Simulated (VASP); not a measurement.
# Al2Cu (scanat) (P4/mmm) in VASP: single point with r2SCAN

Aim: the single point of Al2Cu (scanat) with r2SCAN.

Program: VASP 6.6.1. These are calculated values, not measurements. Logs are shortened: lines on timing, memory, paths and dates and some standing lists are left out, and cuts for length are marked.

## 1. The cell of the first run

It takes space group P4/mmm (No. 123, tetragonal). Conventional cell: a = 4.085 Å, b = 4.085 Å, c = 2.846 Å, α = 90.00°, β = 90.00°, γ = 90.00°. Within 3.3 Å of Al (site symmetry mmm) lie 4 Cu at 2.49 Å and 6 Al at 2.85 to 2.89 Å. Within 3.3 Å of Cu (site symmetry 4/mmm) lie 8 Al at 2.49 Å and 2 Cu at 2.85 Å.

## 2. Single point, r2SCAN

The input, POSCAR:

```
Al2Cu
1.0
    4.0848572809      0.0000000000      0.0000000000
    0.0000000000      4.0848572809      0.0000000000
    0.0000000000      0.0000000000      2.8464075211
Al Cu
2 1
Direct
    0.5000000000      0.0000000000      0.5000000000
    0.0000000000      0.5000000000      0.5000000000
    0.0000000000      0.0000000000      0.0000000000
```

The input, INCAR.step1:

```
SYSTEM = Al2Cu
  PREC = Accurate
  ENCUT = 520
  ISMEAR = 0
  SIGMA = 0.1
  LREAL = .FALSE.
  LASPH = .TRUE.
  NELM = 80
  NBANDS = 16
  GGA = PE
  ALGO = Normal
  EDIFF = 1E-4
  LWAVE = .TRUE.
  LCHARG = .FALSE.
```

The input, INCAR.step2:

```
SYSTEM = Al2Cu
  PREC = Accurate
  ENCUT = 520
  EDIFF = 1E-6
  ISMEAR = 0
  SIGMA = 0.1
  LREAL = .FALSE.
  LASPH = .TRUE.
  NELM = 80
  ALGO = Normal
  ISIF = 2
  LWAVE = .FALSE.
  LCHARG = .FALSE.
  METAGGA = R2SCAN
  LMIXTAU = .TRUE.
  NBANDS = 16
  ISTART = 1
```

The input, KPOINTS:

```
Automatic mesh
0
G
  10 10 14
  0 0 0
```

Potentials or basis: VASP PAW PBE potentials, release 64 (Al, Cu).

The run is started by

```
> cat potpaw_PBE.64/Al/POTCAR potpaw_PBE.64/Cu/POTCAR > POTCAR
> cp INCAR.step1 INCAR
> mpirun -np 1 vasp_std > vasp.out
> cp INCAR.step2 INCAR
> mpirun -np 1 vasp_std > vasp.out
```

OUTCAR:

```text
SYSTEM = Al2Cu
   PREC = Accurate
   ENCUT = 520
   EDIFF = 1E-6
   ISMEAR = 0
   LREAL = .FALSE.
   LASPH = .TRUE.
   NELM = 80
   ISIF = 2
   METAGGA = R2SCAN
   ISTART = 1

 ion  position               nearest neighbor table
   1  0.500  0.000  0.500-   3 2.49   3 2.49   3 2.49   3 2.49   2 2.89   2 2.89   2 2.89   2 2.89

   2  0.000  0.500  0.500-   3 2.49   3 2.49   3 2.49   3 2.49   1 2.89   1 2.89   1 2.89   1 2.89

   3  0.000  0.000  0.000-   1 2.49   2 2.49   1 2.49   2 2.49   2 2.49   2 2.49   1 2.49   1 2.49

  LATTYP: Found a simple tetragonal cell.
 ALAT       =     4.0848572809
 C/A-ratio  =     0.6968193318

  Lattice vectors:

 A1 = (   4.0848572809,   0.0000000000,   0.0000000000)
 A2 = (   0.0000000000,   4.0848572809,   0.0000000000)
 A3 = (   0.0000000000,   0.0000000000,   2.8464075211)

Analysis of symmetry for initial positions (statically):
=====================================================================
 Subroutine PRICEL returns:
 Original cell was already a primitive cell.

 Routine SETGRP: Setting up the symmetry group for a
 simple tetragonal supercell.

 Subroutine GETGRP returns: Found 16 space group operations
 (whereof 16 operations were pure point group operations)
 out of a pool of 16 trial point group operations.

The static configuration has the point symmetry D_4h.

Analysis of symmetry for dynamics (positions and initial velocities):
=====================================================================
 Subroutine PRICEL returns:
 Original cell was already a primitive cell.

 Routine SETGRP: Setting up the symmetry group for a
 simple tetragonal supercell.

 Subroutine GETGRP returns: Found 16 space group operations
 (whereof 16 operations were pure point group operations)
 out of a pool of 16 trial point group operations.

The dynamic configuration has the point symmetry D_4h.

 Subroutine INISYM returns: Found 16 space group operations
 (whereof 16 operations are pure point group operations),
 and found     1 'primitive' translations

----------------------------------------------------------------------------------------

                                     Primitive cell

  volume of cell :      47.4953

  direct lattice vectors                    reciprocal lattice vectors
     4.084857281  0.000000000  0.000000000     0.244806595  0.000000000  0.000000000
     0.000000000  4.084857281  0.000000000     0.000000000  0.244806595  0.000000000
     0.000000000  0.000000000  2.846407521     0.000000000  0.000000000  0.351320039

  length of vectors
     4.084857281  4.084857281  2.846407521     0.244806595  0.244806595  0.351320039

  position of ions in fractional coordinates (direct lattice)
     0.500000000  0.000000000  0.500000000
     0.000000000  0.500000000  0.500000000
     0.000000000  0.000000000  0.000000000

  ion indices of the primitive-cell ions
   primitive index   ion index
                 1           1
                 2           2
                 3           3

----------------------------------------------------------------------------------------

 KPOINTS: Automatic mesh

Automatic generation of k-mesh.
 Grid dimensions read from file:
 generate k-points for:   10   10   14

 Generating k-lattice:

  Cartesian coordinates                     Fractional coordinates (reciprocal lattice)
     0.024480659  0.000000000  0.000000000     0.100000000  0.000000000  0.000000000
     0.000000000  0.024480659  0.000000000     0.000000000  0.100000000  0.000000000
     0.000000000  0.000000000  0.025094288     0.000000000  0.000000000  0.071428571

  Length of vectors
     0.024480659  0.024480659  0.025094288

  Shift w.r.t. Gamma in fractional coordinates (k-lattice)
     0.000000000  0.000000000  0.000000000

 Subroutine IBZKPT returns following result:
 ===========================================

 Found    168 irreducible k-points:

 Following reciprocal coordinates:
            Coordinates               Weight
  0.000000  0.000000  0.000000      1.000000
  0.100000  0.000000  0.000000      4.000000
  0.200000  0.000000  0.000000      4.000000
  0.300000  0.000000  0.000000      4.000000
  0.400000  0.000000  0.000000      4.000000
  0.500000  0.000000  0.000000      2.000000
[... 16 lines left out ...]
  0.100000  0.000000  0.071429      8.000000
  0.200000  0.000000  0.071429      8.000000
 [... further k-points ...]
   k-points           NKPTS =    168   k-points in BZ     NKDIM =    168   number of bands    NBANDS=     16
   number of dos      NEDOS =    301   number of ions     NIONS =      3
   total plane-waves  NPLWV =  21600
   dimension x,y,z NGX =    30 NGY =   30 NGZ =   24
   dimension x,y,z NGXF=    60 NGYF=   60 NGZF=   48
   ions per type =               2   1
   NGX,Y,Z   is equivalent  to a cutoff of  12.21, 12.21, 14.02 a.u.
   NGXF,Y,Z  is equivalent  to a cutoff of  24.42, 24.42, 28.03 a.u.
 SYSTEM =  Al2Cu
   PREC   = accura    normal or accurate (medium, high low for compatibility)
   ISTART =      1    job   : 0-new  1-cont  2-samecut
   ICHARG =      0    charge: 1-file 2-atom 10-const
   ISPIN  =      1    spin polarized calculation?
   LNONCOLLINEAR =      F non collinear calculations
   LSORBIT =      F    spin-orbit coupling
   LASPH  =      T    aspherical Exc in radial PAW
   ENCUT  =  520.0 eV  38.22 Ry    6.18 a.u.   7.60  7.60  5.29*2*pi/ulx,y,z
   NELM   =     80;   NELMIN=  2; NELMDL=  0     # of ELM steps
   EDIFF  = 0.1E-05   stopping-criterion for ELM
   LREAL  =      F    real-space projection
   EDIFFG = 0.1E-04   stopping-criterion for IOM
   NSW    =      0    number of steps for IOM
   IBRION =     -1    ionic relax: 0-MD 1-quasi-New 2-CG
   NFREE  =      0    steps in history (QN), initial steepest desc. (CG)
   ISIF   =      2    stress and relaxation
   ISYM   =      2    0-nonsym 1-usesym 2-fastsym
   POTIM  = 0.5000    time-step for ionic-motion
   TEBEG  =    0.0;   TEEND  =   0.0 temperature during run
   PSTRESS=    0.0 pullay stress
   NELECT =      17.0000    total number of electrons
   NUPDOWN=      -1.0000    fix difference up-down
   EMIN   =  10.00;   EMAX   =-10.00  energy-range for DOS
   EFERMI =   0.00;   METHOD = LEGACY
   ISMEAR =     0;   SIGMA  =   0.10  broadening in eV -4-tet -1-fermi 0-gaus
   EFERMI_NEDOS =   21; number of points for ismear=-14 and -15
   IALGO  =     38    algorithm
   IMIX   =      4    mixing-type and parameters
     AMIX     =   0.40;   BMIX     =  1.00
     AMIX_MAG =   1.60;   BMIX_MAG =  1.00
  volume/ion in A,a.u.               =      15.83       106.84
  Fermi-wavevector in a.u.,A,eV,Ry     =   1.162361  2.196543 18.382587  1.351082
  Thomas-Fermi vector in A             =   2.298922
   LORBIT       =      0    0 simple, 1 ext, 2 COOP (PROOUT), +10 PAW based schemes
   METAGGA = R2SCAN    functional components
   LHFCALC =     F    Hartree Fock is set to
   AEXX    =    0.0000 exact exchange contribution
   IVDW    =     0    specifies the selected vdW correction
   LEPSILON=     F    determine dielectric tensor
   LRPA    =     F    only Hartree local field effects (RPA)
 non-spin polarized calculation
 Gauss-broadening in eV      SIGMA  =   0.10
  energy-cutoff  :      520.00
  volume of cell :       47.50
 maximum number of plane-waves:      1294
   NGX = 15   NGY = 15   NGZ = 11

 number of electron      16.9999981 magnetization

 Free energy of the ion-electron system (eV)
  ---------------------------------------------------
  ext. energy  EPLUGINS =         0.00000000
  ---------------------------------------------------
  free energy    TOTEN  =       -24.41703979 eV

  energy without entropy =      -24.41220003  energy(sigma->0) =      -24.41461991

 E-fermi :   7.3410     XC(G=0): -11.2305

 val. band max:        7.3275965618   @ k =   0.2000   0.1000   0.5000
 cond. band min:       7.3600769058   @ k =   0.3000   0.2000   0.2857
 fundamental gap:      0.0324803440
 Fermi energy:         7.3410199109

 k-point     1 :       0.0000    0.0000    0.0000
  band No.  band energies     occupation
      1      -3.9218      2.00000
      2       1.6282      2.00000
      3       2.1360      2.00000
      4       2.8225      2.00000
      5       3.0936      2.00000
      6       3.0936      2.00000
[... 8 lines left out ...]
     15      14.8724      0.00000
     16      21.2491      0.00000

 k-point     2 :       0.1000    0.0000    0.0000
  band No.  band energies     occupation
      1      -3.8316      2.00000
      2       1.5716      2.00000
      3       2.1137      2.00000
      4       2.7935      2.00000
      5       3.0907      2.00000
      6       3.0941      2.00000
[... 8 lines left out ...]
     15      16.1144      0.00000
     16      20.8223      0.00000

 k-point     3 :       0.2000    0.0000    0.0000
  band No.  band energies     occupation
      1      -3.5647      2.00000
      2       1.2605      2.00000
      3       2.0676      2.00000
      4       2.7261      2.00000
      5       3.0832      2.00000
      6       3.0954      2.00000
[... 8 lines left out ...]
     15      18.0145      0.00000
     16      19.8981      0.00000

 k-point     4 :       0.3000    0.0000    0.0000
  band No.  band energies     occupation
      1      -3.1364      2.00000
      2       0.5188      2.00000
      3       2.0555      2.00000
      4       2.6554      2.00000
      5       2.9023      2.00000
      6       3.0740      2.00000
[... 8 lines left out ...]
     15      18.8880      0.00000
     16      20.0735      0.00000
[... 324 lines left out ...]
 k-point    22 :       0.0000    0.0000    0.0714
  band No.  band energies     occupation
      1      -3.8208      2.00000
      2       1.6611      2.00000
      3       2.1736      2.00000
      4       2.8326      2.00000
      5       2.9845      2.00000
      6       2.9845      2.00000
[... 8 lines left out ...]
     15      16.4260      0.00000
     16      20.2608      0.00000

 k-point    23 :       0.1000    0.0000    0.0714
  band No.  band energies     occupation
      1      -3.7308      2.00000
      2       1.6060      2.00000
      3       2.1523      2.00000
      4       2.8021      2.00000
      5       2.9706      2.00000
      6       2.9919      2.00000
[... 8 lines left out ...]
     15      16.8677      0.00000
     16      19.5867      0.00000

 k-point    24 :       0.2000    0.0000    0.0714
  band No.  band energies     occupation
      1      -3.4642      2.00000
      2       1.3062      2.00000
      3       2.1061      2.00000
      4       2.7359      2.00000
      5       2.9197      2.00000
      6       3.0035      2.00000
[... 8 lines left out ...]
     15      18.0777      0.00000
     16      18.5396      0.00000

 [... further k-points ...]
[... 5 lines left out ...]
  --------------------------------------------------------------------------------------
  -------------------------------------------------------------------------------------
  Total        0.0251608      0.0251608      0.0648995      0.0000000     -0.0000000      0.0000000
  in kB        0.8487596      0.8487596      2.1892788      0.0000000     -0.0000000      0.0000000
  external PRESSURE =       1.2955993 kB  Pullay stress =       0.0000000 kB

 VOLUME and BASIS-vectors are now :
 -----------------------------------------------------------------------------
  energy-cutoff  :      520.00
  volume of cell :       47.50
      direct lattice vectors                 reciprocal lattice vectors
     4.084857281  0.000000000  0.000000000     0.244806595  0.000000000  0.000000000
     0.000000000  4.084857281  0.000000000     0.000000000  0.244806595  0.000000000
     0.000000000  0.000000000  2.846407521     0.000000000  0.000000000  0.351320039

 POSITION                                       TOTAL-FORCE (eV/Angst)
 -----------------------------------------------------------------------------------
      2.04243      0.00000      1.42320         0.000000      0.000000      0.000000
      0.00000      2.04243      1.42320         0.000000      0.000000      0.000000
      0.00000      0.00000      0.00000         0.000000      0.000000      0.000000
 -----------------------------------------------------------------------------------
    total drift:                                0.000000      0.000000      0.000000

  FREE ENERGIE OF THE ION-ELECTRON SYSTEM (eV)
  ---------------------------------------------------
  free  energy   TOTEN  =       -24.4170397909 eV

  energy  without entropy=      -24.4122000258  energy(sigma->0) =      -24.41461991
```

It took 3 min on 1 thread of Intel Xeon 6975P-C (Granite Rapids), shared host; peak memory 0.25 GiB.

What came out:

```yaml
Free_energy: -24.4170 eV
Pressure: 0.1 GPa
```

Caveat: the PAW data sets were made with another functional, which shifts forces and pressure a little.
